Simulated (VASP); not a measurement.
Runs of VASP 6.6.1 on CdS. The structure is that of space group F-43m (No. 216), or close to it. The cells are those of the table. 

```csv
level,cell,k mesh,smearing,gap on the mesh (eV),pressure (GPa)
PBE,"a = 4.198 Å, angles 60.0°, 2 atoms",8 × 8 × 8,fermi-dirac 0.02 eV,(b),0.0
PBE,"a = 4.157, b = 4.115, c = 4.115 Å, angles 60.7, 59.7, 59.7°, 2 atoms",8 × 8 × 8,fermi-dirac 0.02 eV,1.10,(a)
PBE,"a = 4.157 Å, angles 60.0°, 2 atoms",4 × 4 × 4,gaussian 0.01 eV,1.09,1.9
r2SCAN,"a = 4.157 Å, angles 60.0°, 2 atoms",8 × 8 × 8,gaussian 0.01 eV,1.54,0.3
PBE,"a = 4.157, b = 4.115, c = 4.115 Å, angles 60.7, 59.7, 59.7°, 2 atoms",4 × 4 × 4,gaussian 0.01 eV,1.09,3.1
```

Alike in all rows: task single point; potentials or basis VASP PAW PBE potentials, release 64 (Cd, S); no spin polarisation; cutoff (eV) 520.

Q: Fill in the values left out.

A: (a) 3.0; (b) 1.03.

Caveats: some runs use coarse meshes; the PAW data sets were made with another functional, which shifts forces and pressure a little (some runs).

A k mesh can miss the band edges, and the runs leave out spin-orbit coupling on Cd.
